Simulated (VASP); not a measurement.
B16N15 (a cell with a defect) (vacancy hop of N): single point with PBE

B16N15 (a cell with a defect) (vacancy hop of N):

```
B N
1.0
    -3.62411    3.62411   -3.62411
     3.62411    3.62411    3.62411
     3.62411   -3.62411   -3.62411
B N
16 15
Direct
  0.01113 0.00382 0.96140
  0.99694 0.25207 0.75271
  0.99564 0.50152 0.50329
  0.00537 0.70067 0.25127
  0.25324 0.00411 0.73828
  0.27636 0.29914 0.54617
  0.25366 0.49118 0.25568
  0.24875 0.74731 0.99688
  0.47735 0.98398 0.48979
  0.47267 0.23903 0.23467
  0.50539 0.50794 0.01332
  0.50681 0.76398 0.76000
  0.69641 0.00705 0.25795
  0.74828 0.24228 0.00094
  0.79717 0.55057 0.80172
  0.74856 0.74961 0.49475
  0.37538 0.17216 0.41472
  0.00116 0.24450 0.01144
  0.99281 0.49988 0.75108
  0.99921 0.75903 0.49343
  0.24769 0.99065 0.97800
  0.24906 0.25832 0.75743
  0.24904 0.51143 0.51018
  0.24674 0.73133 0.24185
  0.50315 0.00597 0.74872
  0.50219 0.49963 0.25591
  0.50987 0.75844 0.00909
  0.74705 0.00452 0.50295
  0.74603 0.25148 0.25557
  0.75329 0.50388 0.00485
  0.75566 0.75589 0.75807
```

```
Program             : VASP 6.6.1
Task                : single point
Functional          : PBE
Potentials or basis : VASP PAW PBE potentials, release 64 (B, N)
Cutoff              : 520 eV
k mesh              : 1 × 1 × 1
Occupations         : fermi-dirac, width 0.01 eV
Spin                : no spin polarisation
```

```
Largest force : 2.960 eV/Å
```

Forces on the atoms (eV/Å):
```
B   -0.606  0.028  1.043
B   -0.132  0.049  0.123
B   -0.128 -0.060 -0.028
B   -0.180 -0.354 -0.052
B    0.084 -0.081 -0.054
B   -0.190  0.270 -0.462
B    0.048  0.075  0.089
B    0.072 -0.122  0.043
B    0.634  0.282  0.778
B    0.151  0.048 -0.208
B   -0.012 -0.037  0.071
B   -0.009 -0.030  0.117
B    0.033 -0.052  0.032
B    0.003 -0.151  0.032
B   -0.190 -0.208  0.179
B    0.019  0.069  0.239
N    0.229  1.358 -2.621
N    0.025 -0.111 -0.071
N   -0.033 -0.045  0.041
N    0.054  0.000  0.018
N    0.322 -0.244 -0.043
N    0.007 -0.108  0.048
N   -0.194 -0.117  0.042
N    0.048 -0.083  0.152
N    0.016 -0.197 -0.037
N   -0.008  0.019  0.127
N   -0.045 -0.038  0.054
N    0.040 -0.051  0.070
N    0.030 -0.009  0.090
N   -0.058 -0.104  0.050
N   -0.030  0.003  0.136
```

Levels at points of the mesh, in eV from the Fermi level:
```
           k point  band 57  band 58  band 59  band 60  band 61  band 62  band 63  band 64
(0.00, 0.00, 0.00)    -1.18    -0.71    -0.46    -0.25     1.77     3.90     5.15     5.32
```

Wall time 33 s on 1 thread of Intel(R) Xeon(R) Platinum 8488C (Sapphire Rapids), with other jobs on the host, peak memory 0.3 GiB.

Caveat: the k points lie up to 1.23 Å⁻¹ apart; the cell carries a net charge on a neutralising background, which shifts energy and pressure; the cell is charged against a uniform background, so pressure and absolute levels hang on convention.
